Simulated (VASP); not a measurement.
Hg, 1 atom in the cell. Symmetry: P6/mmm, No. 191, hexagonal system. Conventional cell: a = 3.154 Å, b = 3.154 Å, c = 2.956 Å, α = 90.00°, β = 90.00°, γ = 120.00°. Hg (site symmetry 6/mmm) has 8 Hg at 2.96 to 3.15 Å within 3.9 Å. 

| Property | Result |
| --- | --- |
| Program | VASP 6.6.1 |
| Task | single point |
| Functional | PBE |
| Potentials or basis | VASP PAW PBE potentials, release 64 (Hg) |
| Cutoff | 520 eV |
| k mesh | 13 × 13 × 12 |
| Occupations | fermi-dirac, width 0.1 eV |
| Spin | no spin polarisation |
| Dipole correction | no |
| Further INCAR settings | ALGO = Normal; EDIFF = 1e-06; NBANDS = 12 |

Potentials or basis: VASP PAW PBE potentials, release 64 (Hg).

The run is started by

```bash
$ cat potpaw_PBE.64/Hg/POTCAR > POTCAR
$ mpirun -np 1 vasp_std > vasp.out
```

Hardware: 1 thread of Intel(R) Xeon(R) Platinum 8375C CPU @ 2.90GHz (Ice Lake) (shared host).

Question: Estimate the wall time of this run.

Answer: Wall time 19 s on 1 thread of Intel(R) Xeon(R) Platinum 8375C CPU @ 2.90GHz (Ice Lake) (shared host), peak memory 0.17 GiB. Counts: scf iterations 11, k points 147.
